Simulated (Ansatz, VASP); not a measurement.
Ni3GeC: VASP beside Ansatz

The input INCAR:

```
SYSTEM = Ni3GeC
  ALGO = Normal
  EDIFF = 1E-6
  ENCUT = 520
  GGA = PS
  ISIF = 2
  ISMEAR = -1
  ISPIN = 2
  LASPH = .TRUE.
  LCHARG = .TRUE.
  LELF = .TRUE.
  LMAXMIX = 4
  LORBIT = 11
  LREAL = .FALSE.
  LVHAR = .TRUE.
  LWAVE = .FALSE.
  MAGMOM = 1 1 1 0 0
  NBANDS = 36
  NELM = 150
  PREC = Accurate
  SIGMA = 0.05
```

The input KPOINTS:

```
k-points
0
G
  5 5 5
  0 0 0
```

The input POSCAR:

```
Ni3GeC
1.0
    3.8087090000      0.0000000000      0.0000000000
    0.0000000000      3.8087090000      0.0000000000
    0.0000000000      0.0000000000      3.8087090000
Ni Ge C
3 1 1
Direct
    0.0000000000      0.5000000000      0.5000000000
    0.5000000000      0.5000000000      0.0000000000
    0.5000000000      0.0000000000      0.5000000000
    0.0000000000      0.0000000000      0.0000000000
    0.5000000000      0.5000000000      0.5000000000
```

Input for Ansatz:

```yaml
crystal:
  lattice:
    - [3.808709, 0.0, 0.0]
    - [0.0, 3.808709, 0.0]
    - [0.0, 0.0, 3.808709]
  atoms:
    - { symbol: Ni, position: [0.0, 0.5, 0.5] }
    - { symbol: Ni, position: [0.5, 0.5, 0.0] }
    - { symbol: Ni, position: [0.5, 0.0, 0.5] }
    - { symbol: Ge, position: [0.0, 0.0, 0.0] }
    - { symbol: C, position: [0.5, 0.5, 0.5] }
kpoints:
  mp_grid:
    grid: [5, 5, 5]
hamiltonian:
  xc: pbesol
magnetization:
  spin_polarized: true
  per_species:
    Ni: 1.0
scf:
  occupations:
    method: fermi_dirac
    width: 0.05
output:
  forces: true
```

Alike in both runs: task single point; functional PBEsol; k mesh 5 × 5 × 5; occupations fermi-dirac, width 0.05 eV; collinear spin.

|  | VASP | Ansatz |
| --- | --- | --- |
| version | VASP 6.6.1 | Ansatz 0.2.0 |
| potentials or method | VASP PAW PBE potentials, release 64 (Ni, Ge_d, C) | plane waves, PAW |
| plane-wave cutoff (eV) | 520 | 420 |
| valence electrons in the cell | 48 | 72 |

```csv
,VASP,Ansatz,Ansatz less VASP
net moment per atom (μB),0.00,0.00,-0.001
```

VASP's potentials were made for PBE, not for PBEsol. VASP's potentials hold 48 valence electrons a cell and Ansatz's 72, so a difference there can come from the potentials and not from the codes. Ansatz's warnings: seeded moment not kept.
